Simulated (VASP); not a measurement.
# Zr (P6_3/mmc) in VASP: a series of runs

Zr is run at these levels: PBE+D3(BJ); tasks: single point, relaxation of cell and atoms.

Everything below comes from runs of VASP 6.6.1. Logs are shortened: lines on timing, memory, paths and dates and some standing lists are left out, and cuts for length are marked.

## Step 1: The cell of the first run

The structure is hexagonal, space group P6_3/mmc (No. 194). The conventional cell has a = 3.167 Å, b = 3.167 Å, c = 10.321 Å, α = 90.00°, β = 90.00°, γ = 120.00°. Zr (site symmetry -3m) has 12 Zr at 3.16 to 3.17 Å within 4.2 Å. Within 4.2 Å of Zr (site symmetry -6m2) lie 12 Zr at 3.16 to 3.17 Å.

## Step 2: Single point, PBE+D3(BJ)

INCAR reads:

```
SYSTEM = Zr
PREC = Accurate ; ENCUT = 500
EDIFF = 1E-6 ; ISMEAR = 0
SIGMA = 0.1 ; LREAL = .FALSE.
LASPH = .TRUE. ; NELM = 120
ALGO = Normal ; ISIF = 2
LWAVE = .FALSE. ; LCHARG = .FALSE.
GGA = PE ; IVDW = 12
NBANDS = 32 ; GGA_COMPAT = .FALSE.
```

KPOINTS reads:

```
regular mesh
0
G
  18 18 4
  0 0 0
```

POSCAR reads:

```
Zr
1.0
    3.1673786546      0.0000000000      0.0000000000
   -1.5836893273      2.7430303783      0.0000000000
    0.0000000000      0.0000000000     10.3214880993
Zr
4
Direct
    0.0000000000      0.0000000000      0.0000000000
    0.3333333333      0.6666666667      0.2500000000
    0.0000000000      0.0000000000      0.5000000000
    0.6666666667      0.3333333333      0.7500000000
```

Potentials or basis: VASP PAW PBE potentials, release 64 (Zr_sv).

Command:

```bash
cat potpaw_PBE.64/Zr_sv/POTCAR > POTCAR
mpirun -np 1 vasp_std > vasp.out
```

OUTCAR:

```text
SYSTEM = Zr
   PREC = Accurate
   ENCUT = 500
   EDIFF = 1E-6
   ISMEAR = 0
   LREAL = .FALSE.
   LASPH = .TRUE.
   NELM = 120
   ISIF = 2
   GGA = PE
   IVDW = 12
 IVDW          = 12

 ion  position               nearest neighbor table
   1  0.000  0.000  0.000-   2 3.16   4 3.16   4 3.16   2 3.16   4 3.16   2 3.16
   2  0.333  0.667  0.250-   1 3.16   3 3.16   1 3.16   3 3.16   1 3.16   3 3.16
   3  0.000  0.000  0.500-   2 3.16   4 3.16   4 3.16   2 3.16   4 3.16   2 3.16
   4  0.667  0.333  0.750-   1 3.16   3 3.16   1 3.16   3 3.16   1 3.16   3 3.16

  LATTYP: Found a hexagonal cell.
 ALAT       =     3.1673786546
 C/A-ratio  =     3.2586846174

  Lattice vectors:

 A1 = (   3.1673786546,   0.0000000000,   0.0000000000)
 A2 = (  -1.5836893273,   2.7430303783,   0.0000000000)
 A3 = (   0.0000000000,   0.0000000000,  10.3214880993)

Analysis of symmetry for initial positions (statically):
=====================================================================
 Subroutine PRICEL returns:
 Original cell was already a primitive cell.

 Routine SETGRP: Setting up the symmetry group for a
 hexagonal supercell.

 Subroutine GETGRP returns: Found 24 space group operations
 (whereof 12 operations were pure point group operations)
 out of a pool of 24 trial point group operations.

The static configuration has the point symmetry D_3d.
 The point group associated with its full space group is D_6h.

Analysis of symmetry for dynamics (positions and initial velocities):
=====================================================================
 Subroutine PRICEL returns:
 Original cell was already a primitive cell.

 Routine SETGRP: Setting up the symmetry group for a
 hexagonal supercell.

 Subroutine GETGRP returns: Found 24 space group operations
 (whereof 12 operations were pure point group operations)
 out of a pool of 24 trial point group operations.

The dynamic configuration has the point symmetry D_3d.
 The point group associated with its full space group is D_6h.

 Subroutine INISYM returns: Found 24 space group operations
 (whereof 12 operations are pure point group operations),
 and found     1 'primitive' translations

----------------------------------------------------------------------------------------

                                     Primitive cell

  volume of cell :      89.6753

  direct lattice vectors                    reciprocal lattice vectors
     3.167378655  0.000000000  0.000000000     0.315718488  0.182280154  0.000000000
    -1.583689327  2.743030378  0.000000000     0.000000000  0.364560308  0.000000000
     0.000000000  0.000000000 10.321488099     0.000000000  0.000000000  0.096885254

  length of vectors
[... 91 lines left out ...]
   NFREE  =      0    steps in history (QN), initial steepest desc. (CG)
   ISIF   =      2    stress and relaxation
   ISYM   =      2    0-nonsym 1-usesym 2-fastsym
   POTIM  = 0.5000    time-step for ionic-motion
   TEBEG  =    0.0;   TEEND  =   0.0 temperature during run
   PSTRESS=    0.0 pullay stress
   NELECT =      48.0000    total number of electrons
   NUPDOWN=      -1.0000    fix difference up-down
   EMIN   =  10.00;   EMAX   =-10.00  energy-range for DOS
   EFERMI =   0.00;   METHOD = LEGACY
   ISMEAR =     0;   SIGMA  =   0.10  broadening in eV -4-tet -1-fermi 0-gaus
   EFERMI_NEDOS =   21; number of points for ismear=-14 and -15
   IALGO  =     38    algorithm
   IMIX   =      4    mixing-type and parameters
     AMIX     =   0.40;   BMIX     =  1.00
     AMIX_MAG =   1.60;   BMIX_MAG =  1.00
  volume/ion in A,a.u.               =      22.42       151.29
  Fermi-wavevector in a.u.,A,eV,Ry     =   1.329222  2.511866 24.039206  1.766832
  Thomas-Fermi vector in A             =   2.458401
   LORBIT       =      0    0 simple, 1 ext, 2 COOP (PROOUT), +10 PAW based schemes
   GGA     = PE    functional components
   LHFCALC =     F    Hartree Fock is set to
   AEXX    =    0.0000 exact exchange contribution
   IVDW    =    12    specifies the selected vdW correction
   LEPSILON=     F    determine dielectric tensor
   LRPA    =     F    only Hartree local field effects (RPA)
 non-spin polarized calculation
 Gauss-broadening in eV      SIGMA  =   0.10
  energy-cutoff  :      500.00
  volume of cell :       89.68
 maximum number of plane-waves:      2302
 NGX is ok and might be reduce to    24
   NGX = 11   NGY = 11   NGZ = 37

 number of electron      47.9999999 magnetization

 Free energy of the ion-electron system (eV)
  ---------------------------------------------------
  ext. energy  EPLUGINS =         0.00000000
  ---------------------------------------------------
  free energy    TOTEN  =       -33.85667932 eV

  energy without entropy =      -33.82456156  energy(sigma->0) =      -33.84062044

 E-fermi :   9.3377     XC(G=0): -11.2550

 val. band max:        9.3347248544   @ k =   0.0556   0.0556   0.5000
 cond. band min:       9.3414857536   @ k =   0.3889   0.0556   0.0000
 fundamental gap:      0.0067608993
 Fermi energy:         9.3376801570

 k-point     1 :       0.0000    0.0000    0.0000
  band No.  band energies     occupation
      1     -39.3336      2.00000
      2     -39.2712      2.00000
      3     -39.2258      2.00000
      4     -39.1618      2.00000
      5     -17.8855      2.00000
      6     -17.3645      2.00000
[... 829 lines left out ...]
     31      11.9474      0.00000
     32      13.7842      0.00000

 [... further k-points ...]

------------------------ aborting loop because EDIFF is reached ----------------------------------------

 Edisp (eV)   -2.19824

 E8    (eV) :    -1.1292

  FORCE on cell =-STRESS in cart. coord.  units (eV):
  Direction    XX          YY          ZZ          XY          YZ          ZX
  --------------------------------------------------------------------------------------
  -------------------------------------------------------------------------------------
  Total       0.02499     0.02499     0.01709     0.00000     0.00000     0.00000
  in kB       0.44644     0.44644     0.30537     0.00000     0.00000     0.00000
  external pressure =        0.40 kB  Pullay stress =        0.00 kB

 VOLUME and BASIS-vectors are now :
 -----------------------------------------------------------------------------
  energy-cutoff  :      500.00
  volume of cell :       89.68
      direct lattice vectors                 reciprocal lattice vectors
     3.167378655  0.000000000  0.000000000     0.315718488  0.182280154  0.000000000
    -1.583689327  2.743030378  0.000000000     0.000000000  0.364560308  0.000000000
     0.000000000  0.000000000 10.321488099     0.000000000  0.000000000  0.096885254

 POSITION                                       TOTAL-FORCE (eV/Angst)
 -----------------------------------------------------------------------------------
      0.00000      0.00000      0.00000        -0.000000      0.000000     -0.000000
     -0.00000      1.82869      2.58037        -0.000000      0.000000      0.000000
      0.00000      0.00000      5.16074        -0.000000      0.000000     -0.000000
      1.58369      0.91434      7.74112         0.000000      0.000000     -0.000000
 -----------------------------------------------------------------------------------
    total drift:                               -0.000000      0.000000     -0.000000

  FREE ENERGIE OF THE ION-ELECTRON SYSTEM (eV)
  ---------------------------------------------------
  free  energy   TOTEN  =       -36.0549208088 eV

  energy  without entropy=      -36.0228030457  energy(sigma->0) =      -36.03886193
```

stdout:

```text
POSCAR found type information on POSCAR Zr
 POSCAR found :  1 types and       4 ions
 scaLAPACK will be used
 LDA part: xc-table for (Slater+PW92), standard interpolation
 POSCAR, INCAR and KPOINTS ok, starting setup
 FFT: planning ... GRIDC
 FFT: planning ... GRID_SOFT
 FFT: planning ... GRID
 WAVECAR not read
 entering main loop
```

Run time: 3.8 min. Hardware: 1 thread of Intel Xeon Platinum 8259CL at 2.50GHz (Skylake/Cascade Lake), shared host; peak memory 0.35 GiB.

What came out:

* Free energy: -36.0549 eV
* Pressure: 0.0 GPa
* Band gap on the k mesh: zero (bands 24 and 25 overlap by 1.43 eV)
* Dispersion energy per atom: -0.550 eV

## Step 3: Relaxation of cell and atoms, PBE+D3(BJ)

INCAR reads:

```
PREC = Accurate
ENCUT = 500
EDIFF = 1E-7
ISMEAR = 0
SIGMA = 0.1
LREAL = False
LASPH = True
NELM = 120
ALGO = Normal
ISIF = 3
LWAVE = False
LCHARG = False
GGA = PE
IVDW = 12
IBRION = 2
NSW = 80
EDIFFG = -0.01
GGA_COMPAT = False
NELMIN = 4
```

KPOINTS reads:

```
regular mesh
0
Gamma
  18 18 4
```

POSCAR reads:

```
Zr
1.0
    3.1745217826      0.0000000000      0.0000000000
   -1.5872608913      2.7492165086      0.0000000000
    0.0000000000      0.0000000000     10.2764174705
Zr
4
Direct
    0.0000000000      0.0000000000      0.0000000000
    0.3333333333      0.6666666667      0.2500000000
    0.0000000000      0.0000000000      0.5000000000
    0.6666666667      0.3333333333      0.7500000000
```

Potentials or basis: VASP PAW PBE potentials, release 64 (Zr_sv).

Command:

```bash
cat potpaw_PBE.64/Zr_sv/POTCAR > POTCAR
mpirun -np 1 vasp_std > vasp.out
```

Run time: 9.3 min. Hardware: 1 thread of Intel Xeon Platinum 8488C (Sapphire Rapids), shared host; peak memory 0.35 GiB.

It converged, with:

| Quantity | Value |
| --- | --- |
| Free energy | -36.0549 eV |
| Relaxed volume | 22.42 Å³/atom |
| Relaxed cell | a = 3.167 Å, b = 3.167 Å, c = 10.325 Å, α = 90.00°, β = 90.00°, γ = 120.00° |
| Space group after relaxing (to 0.1 Å) | P6_3/mmc (No. 194) |
| Energy gained by relaxing | 0.1 meV/atom |
| Ionic steps | 4 |
| Pressure after relaxing | 0.0 GPa |
| Band gap on the k mesh | zero (bands 24 and 25 overlap by 1.43 eV) |
| Dispersion energy per atom | -0.550 eV |

The path:
```csv
step,energy change (eV),largest force (eV/Å),pressure (GPa),volume (Å³)
1,0.0000,0.0000,0.08,89.69
2,-0.0004,0.0000,-0.10,89.84
3,-0.0004,0.0000,-0.17,89.89
4,-0.0005,0.0000,0.04,89.67
```

Final structure:
```xyz
4
Lattice="3.1668 0.0000 0.0000 -1.5834 2.7426 0.0000 0.0000 0.0000 10.3246" Properties=species:S:1:pos:R:3 pbc="T T T"
Zr    3.1668    0.0000    0.0000
Zr    0.0000    1.8284    2.5811
Zr    3.1668    0.0000    5.1623
Zr    1.5834    0.9142    7.7434
```

Levels at points of the mesh, in eV from the Fermi level:
```
           k point  band 20  band 21  band 22  band 23  band 24  band 25  band 26  band 27  band 28
(0.00, 0.00, 0.00)    -3.06    -0.02     0.02     0.78     0.78     0.91     0.91     0.94     1.23
(0.50, 0.00, 0.00)    -2.18    -1.57    -1.37    -1.18    -0.10     0.20     0.76     1.33     1.89
(0.00, 0.00, 0.50)    -3.15     0.47     0.47     0.55     0.55     0.94     0.94     0.94     0.94
(0.50, 0.00, 0.50)    -2.68    -1.98    -1.98    -0.07    -0.07     0.96     0.96     1.21     1.21
```
